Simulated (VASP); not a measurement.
# Tc (Fm-3m) in VASP: further runs

The runs below take Tc through single point, with revPBE, PBE exchange alone, PBE+U.

Everything below comes from runs of VASP 6.6.1. Logs are shortened: lines on timing, memory, paths and dates and some standing lists are left out, and cuts for length are marked.

## (1) The cell of the first run

Symmetry: Fm-3m, No. 225, cubic system. Conventional cell: a = 3.900 Å, b = 3.900 Å, c = 3.900 Å, α = 90.00°, β = 90.00°, γ = 90.00°. Tc (site symmetry m-3m) has 12 Tc at 2.76 Å within 3.6 Å.

This isn't the form of Tc at room conditions, which is hcp.

## (2) Single point, revPBE

POSCAR reads:

```
Tc
1.0
    0.0000000000      1.9500000000      1.9500000000
    1.9500000000      0.0000000000      1.9500000000
    1.9500000000      1.9500000000      0.0000000000
Tc
1
Direct
    0.0000000000      0.0000000000      0.0000000000
```

INCAR.step1 reads:

```
SYSTEM = Tc
GGA      = RE             ! functional
ISMEAR   = 1              ! smearing method
SIGMA    = 0.1            ! smearing width, eV
LWAVE    = .FALSE.        ! write WAVECAR
LCHARG   = .TRUE.         ! write CHGCAR
NBANDS   = 20             ! bands
PREC     = Accurate       ! precision mode
LASPH    = .TRUE.         ! aspherical terms in the spheres
LREAL    = .FALSE.        ! projectors in reciprocal space
ALGO     = Normal         ! electronic algorithm
EDIFF    = 1E-6           ! SCF threshold, eV
NELM     = 120            ! most SCF steps
GGA_COMPAT= .FALSE.      
ENCUT    = 300            ! plane-wave cutoff, eV
LMAXMIX  = 4              ! l up to which the mixer works
```

KPOINTS.step1 reads:

```
k-points
0
Gamma
  13 13 13
```

INCAR.step2 reads:

```
SYSTEM = Tc
GGA      = RE             ! functional
ISMEAR   = -5             ! smearing method
LWAVE    = .FALSE.        ! write WAVECAR
LCHARG   = .FALSE.        ! write CHGCAR
NBANDS   = 20             ! bands
PREC     = Accurate       ! precision mode
LASPH    = .TRUE.         ! aspherical terms in the spheres
LREAL    = .FALSE.        ! projectors in reciprocal space
ALGO     = Normal         ! electronic algorithm
EDIFF    = 1E-6           ! SCF threshold, eV
NELM     = 120            ! most SCF steps
GGA_COMPAT= .FALSE.      
ENCUT    = 300            ! plane-wave cutoff, eV
LMAXMIX  = 4              ! l up to which the mixer works
NEDOS    = 2001           ! points of the DOS
LORBIT   = 11             ! projections on sites
EMIN     = -4.725       
EMAX     = 20.275       
ICHARG   = 11             ! starting density
```

KPOINTS.step2 reads:

```
Automatic mesh
0
Gamma
  16 16 16
  0 0 0
```

Potentials or basis: VASP PAW PBE potentials, release 64 (Tc_pv).

Launch:

```sh
$ cat potpaw_PBE.64/Tc_pv/POTCAR > POTCAR
$ cp INCAR.step1 INCAR
$ cp KPOINTS.step1 KPOINTS
$ mpirun -np 1 vasp_std > vasp.out
$ cp INCAR.step2 INCAR
$ cp KPOINTS.step2 KPOINTS
$ mpirun -np 1 vasp_std > vasp.out
```

OUTCAR:

```text
SYSTEM = Tc
   GGA = RE
   ISMEAR = -5
   PREC = Accurate
   LASPH = .TRUE.
   LREAL = .FALSE.
   EDIFF = 1E-6
   NELM = 120
   ENCUT = 300
   LORBIT = 11
   EMIN = -4.725
   ICHARG = 11

 Found    145 irreducible k-points:

 Following reciprocal coordinates:
            Coordinates               Weight
  0.000000  0.000000  0.000000      1.000000
  0.062500  0.000000  0.000000      8.000000
  0.125000  0.000000  0.000000      8.000000
  0.187500  0.000000  0.000000      8.000000
  0.250000  0.000000  0.000000      8.000000
  0.312500  0.000000  0.000000      8.000000
   k-points           NKPTS =    145   k-points in BZ     NKDIM =    145   number of bands    NBANDS=     20
   number of dos      NEDOS =   2001   number of ions     NIONS =      1
   total plane-waves  NPLWV =   4096
   dimension x,y,z NGX =    16 NGY =   16 NGZ =   16
   dimension x,y,z NGXF=    32 NGYF=   32 NGZF=   32
   ions per type =               1
   NGX,Y,Z   is equivalent  to a cutoff of   9.65,  9.65,  9.65 a.u.
   NGXF,Y,Z  is equivalent  to a cutoff of  19.29, 19.29, 19.29 a.u.
 SYSTEM =  Tc
   PREC   = accura    normal or accurate (medium, high low for compatibility)
   ISTART =      0    job   : 0-new  1-cont  2-samecut
   ICHARG =     11    charge: 1-file 2-atom 10-const
   ISPIN  =      1    spin polarized calculation?
   LNONCOLLINEAR =      F non collinear calculations
   LSORBIT =      F    spin-orbit coupling
   LASPH  =      T    aspherical Exc in radial PAW
   ENCUT  =  300.0 eV  22.05 Ry    4.70 a.u.   3.89  3.89  3.89*2*pi/ulx,y,z
   NELM   =    120;   NELMIN=  2; NELMDL=  0     # of ELM steps
   EDIFF  = 0.1E-05   stopping-criterion for ELM
   LREAL  =      F    real-space projection
   EDIFFG = 0.1E-04   stopping-criterion for IOM
   NSW    =      0    number of steps for IOM
   IBRION =     -1    ionic relax: 0-MD 1-quasi-New 2-CG
   NFREE  =      0    steps in history (QN), initial steepest desc. (CG)
   ISIF   =      2    stress and relaxation
   ISYM   =      2    0-nonsym 1-usesym 2-fastsym
   POTIM  = 0.5000    time-step for ionic-motion
   TEBEG  =    0.0;   TEEND  =   0.0 temperature during run

   SCALEE = 1.0000    scale energy and forces
   PSTRESS=    0.0 pullay stress
   NELECT =      13.0000    total number of electrons
   NUPDOWN=      -1.0000    fix difference up-down
   EMIN   =  -4.72;   EMAX   = 20.27  energy-range for DOS
   EFERMI =   0.00;   METHOD = LEGACY
   ISMEAR =    -5;   SIGMA  =   0.20  broadening in eV -4-tet -1-fermi 0-gaus
   EFERMI_NEDOS =   21; number of points for ismear=-14 and -15
   IALGO  =     38    algorithm
   IMIX   =      4    mixing-type and parameters
     AMIX     =   0.40;   BMIX     =  1.00
     AMIX_MAG =   1.60;   BMIX_MAG =  1.00
  volume/ion in A,a.u.               =      14.83       100.08
  Fermi-wavevector in a.u.,A,eV,Ry     =   1.566792  2.960808 33.400086  2.454837
  Thomas-Fermi vector in A             =   2.669068
   LORBIT       =     11    0 simple, 1 ext, 2 COOP (PROOUT), +10 PAW based schemes
   GGA     = RE    functional components
   LHFCALC =     F    Hartree Fock is set to
   AEXX    =    0.0000 exact exchange contribution
   IVDW    =     0    specifies the selected vdW correction
   LEPSILON=     F    determine dielectric tensor
   LRPA    =     F    only Hartree local field effects (RPA)

   CSHIFT  =0.1000    complex shift for real part using Kramers Kronig

   OMEGAMAX=  -1.0    maximum frequency
 non-spin polarized calculation
 Fermi weights with tetrahedron method with Bloechl corrections
  energy-cutoff  :      300.00
  volume of cell :       14.83
 maximum number of plane-waves:       190

 number of electron      12.9999996 magnetization

 Free energy of the ion-electron system (eV)
  ---------------------------------------------------
  ext. energy  EPLUGINS =         0.00000000
  ---------------------------------------------------
  free energy    TOTEN  =        -9.79601267 eV

  energy without entropy =       -9.79601267  energy(sigma->0) =       -9.79601267

 E-fermi :  12.2965     XC(G=0): -13.5487

 val. band max:       12.3668345012   @ k =  -0.3750   0.5000   0.1250
 cond. band min:      12.2862481783   @ k =  -0.1250   0.1250   0.0000
 fundamental gap:     -0.0805863229
 Fermi energy:        12.2965153617

 k-point     1 :       0.0000    0.0000    0.0000
  band No.  band energies     occupation
      1     -26.1103      2.00000
      2     -26.1103      2.00000
      3     -26.1103      2.00000
      4       4.9456      2.00000
      5      10.5798      2.00000
      6      10.5798      2.00000
[... 10 lines left out ...]
     17      44.8015      0.00000
     18      44.8015      0.00000

 k-point     2 :       0.0625    0.0000    0.0000
  band No.  band energies     occupation
      1     -26.1560      2.00000
      2     -26.1161      2.00000
      3     -26.1161      2.00000
      4       5.1071      2.00000
      5      10.4847      2.00000
      6      10.6500      2.00000
[... 10 lines left out ...]
     17      44.1966      0.00000
     18      44.1966      0.00000

 k-point     3 :       0.1250    0.0000    0.0000
  band No.  band energies     occupation
      1     -26.2853      2.00000
      2     -26.1328      2.00000
      3     -26.1328      2.00000
      4       5.5627      2.00000
      5      10.2557      2.00000
      6      10.8246      2.00000
[... 10 lines left out ...]
     17      42.5151      0.00000
     18      42.5151      0.00000

 k-point     4 :       0.1875    0.0000    0.0000
  band No.  band energies     occupation
      1     -26.4748      2.00000
      2     -26.1575      2.00000
      3     -26.1575      2.00000
      4       6.2059      2.00000
      5      10.0567      2.00000
      6      10.9819      2.00000
[... 10 lines left out ...]
     17      40.2514      0.00000
     18      43.9829      0.00000

 k-point     5 :       0.2500    0.0000    0.0000
  band No.  band energies     occupation
      1     -26.6933      2.00000
      2     -26.1863      2.00000
      3     -26.1863      2.00000
      4       6.7994      2.00000
      5      10.1641      2.00000
      6      10.9708      2.00000
[... 10 lines left out ...]
     17      39.0070      0.00000
     18      47.0436      0.00000

 k-point     6 :       0.3125    0.0000    0.0000
  band No.  band energies     occupation
      1     -26.9087      2.00000
      2     -26.2147      2.00000
      3     -26.2147      2.00000
      4       7.0687      2.00000
      5      10.8089      2.00000
      6      10.8089      2.00000
[... 10 lines left out ...]
     17      39.0075      0.00000
     18      49.4758      0.00000

 [... further k-points ...]

 [bands above 18 left out]

------------------------ aborting loop because EDIFF is reached ----------------------------------------

  FORCE on cell =-STRESS in cart. coord.  units (eV):
  Direction    XX          YY          ZZ          XY          YZ          ZX
  --------------------------------------------------------------------------------------
  -------------------------------------------------------------------------------------
  Total       -0.5113936     -0.5113936     -0.5113936     -0.0000000      0.0000000      0.0000000
  in kB      -55.2499659    -55.2499659    -55.2499659     -0.0000000      0.0000000      0.0000000
  external PRESSURE =     -55.2499659 kB  Pullay stress =       0.0000000 kB

 VOLUME and BASIS-vectors are now :
 -----------------------------------------------------------------------------
  energy-cutoff  :      300.00
  volume of cell :       14.83
      direct lattice vectors                 reciprocal lattice vectors
     0.000000000  1.950000000  1.950000000    -0.256410256  0.256410256  0.256410256
     1.950000000  0.000000000  1.950000000     0.256410256 -0.256410256  0.256410256
     1.950000000  1.950000000  0.000000000     0.256410256  0.256410256 -0.256410256

 POSITION                                       TOTAL-FORCE (eV/Angst)
 -----------------------------------------------------------------------------------
      0.00000      0.00000      0.00000        -0.000000      0.000000      0.000000
 -----------------------------------------------------------------------------------
    total drift:                                0.000000      0.000000      0.000000

  FREE ENERGIE OF THE ION-ELECTRON SYSTEM (eV)
  ---------------------------------------------------
  free  energy   TOTEN  =        -9.7960126659 eV

  energy  without entropy=       -9.7960126659  energy(sigma->0) =       -9.79601267

 total charge

# of ion       s       p       d       tot
------------------------------------------
    1        0.465   6.474   5.038  11.977
```

Run time: 5.9 s. Hardware: 1 thread of Intel Xeon 6975P-C (Granite Rapids), shared host; peak memory 0.12 GiB.

Results:

```
Valence electrons inside the program's atomic spheres : Tc 11.98
Density of states at the Fermi level                  : 1.19 states/eV/atom
```

Caveat: the cutoff is under 1.25 times the usual one of these potentials, so pressure, stress and relaxed cells hold a basis-set (Pulay) error; the PAW data sets were made with another functional, which shifts forces and pressure a little; tetrahedron occupations give inexact forces and stress in metals.

[end of part 1 of 3]
